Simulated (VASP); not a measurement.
Set up this calculation in VASP 6.6.1, as the native input.

```
Task                   : single point
Functional             : PBEsol
Potentials or basis    : VASP PAW PBE potentials, release 64 (Hg, Te)
Cutoff                 : 520 eV
k mesh                 : 12 × 12 × 12
Occupations            : fermi-dirac, width 0.05 eV
Spin                   : no spin polarisation
Dipole correction      : no
Further INCAR settings : ALGO = Normal; EDIFF = 1e-07; NBANDS = 16
```

The structure of HgTe (zincblende type) lies in POSCAR:

```
HgTe
1.0
    0.0000000000      3.1200365415      3.1200365415
    3.1200365415      0.0000000000      3.1200365415
    3.1200365415      3.1200365415      0.0000000000
Hg Te
1 1
Direct
    0.0000000000      0.0000000000      0.0000000000
    0.2500000000      0.2500000000      0.2500000000
```

This cell differs from its parent crystal: volume scaled by 0.88.

One way to write it, as run:

INCAR

```
  ALGO = Normal
  EDIFF = 1E-7
  ENCUT = 520
  GGA = PS
  ISIF = 2
  ISMEAR = -1
  LASPH = True
  LCHARG = False
  LREAL = False
  LWAVE = False
  NBANDS = 16
  NELM = 80
  PREC = Accurate
  SIGMA = 0.05
```

KPOINTS

```
k-points
0
Gamma
  12 12 12
```

Potentials or basis: VASP PAW PBE potentials, release 64 (Hg, Te).

Command:

```bash
$ cat potpaw_PBE.64/Hg/POTCAR potpaw_PBE.64/Te/POTCAR > POTCAR
$ mpirun -np 1 vasp_std > vasp.out
```

Results of the run:

The pressure is 7.6 GPa and the band gap on the k mesh is zero (filled and empty bands touch).

Caveat: the PAW data sets were made with another functional, which shifts forces and pressure a little; spin-orbit coupling is left out, which moves the levels of the heavy elements.

Run time: 34 s on 1 thread of Intel(R) Xeon(R) Platinum 8488C (Sapphire Rapids), with other jobs on the host, peak memory 0.25 GiB.
